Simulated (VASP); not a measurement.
Write the native input for VASP 6.6.1 that does the following.

| Property | Result |
| --- | --- |
| Task | single point |
| Functional | PBE |
| Dispersion | D3(BJ) |
| Potentials or basis | VASP PAW PBE potentials, release 64 (Cu) |
| Cutoff | 600 eV |
| k mesh | 20 × 20 × 20 |
| Occupations | gaussian, width 0.1 eV |
| Spin | no spin polarisation |
| Dipole correction | no |
| Further INCAR settings | ALGO = Normal; EDIFF = 1e-06; NBANDS = 12 |

The structure of Cu lies in POSCAR:

```
Cu
1.0
    0.0000000000      1.7993273851      1.7993273851
    1.7993273851      0.0000000000      1.7993273851
    1.7993273851      1.7993273851      0.0000000000
Cu
1
Direct
    0.0000000000      0.0000000000      0.0000000000
```

This cell differs from its parent crystal: volume scaled by 1.03.

These files were run (other wordings do the same):

INCAR

```
  PREC = Accurate
  ENCUT = 600
  EDIFF = 1E-6
  ISMEAR = 0
  SIGMA = 0.1
  LREAL = False
  LASPH = True
  NELM = 120
  ALGO = Normal
  ISIF = 2
  LWAVE = False
  LCHARG = False
  GGA = PE
  IVDW = 12
  NBANDS = 12
  GGA_COMPAT = False
```

KPOINTS

```
regular mesh
0
Gamma
  20 20 20
```

Potentials or basis: VASP PAW PBE potentials, release 64 (Cu).

Launch:

```bash
$ cat potpaw_PBE.64/Cu/POTCAR > POTCAR
$ mpirun -np 1 vasp_std > vasp.out
```

Results of the run:

The pressure is -4.0 GPa. The dispersion energy per atom is -0.591 eV.

Caveat: pairwise dispersion overbinds metals, which lowers pressure and volume.

Run time: 19 s on 1 thread of Intel(R) Xeon(R) Platinum 8488C (Sapphire Rapids) (shared host), peak memory 0.16 GiB.
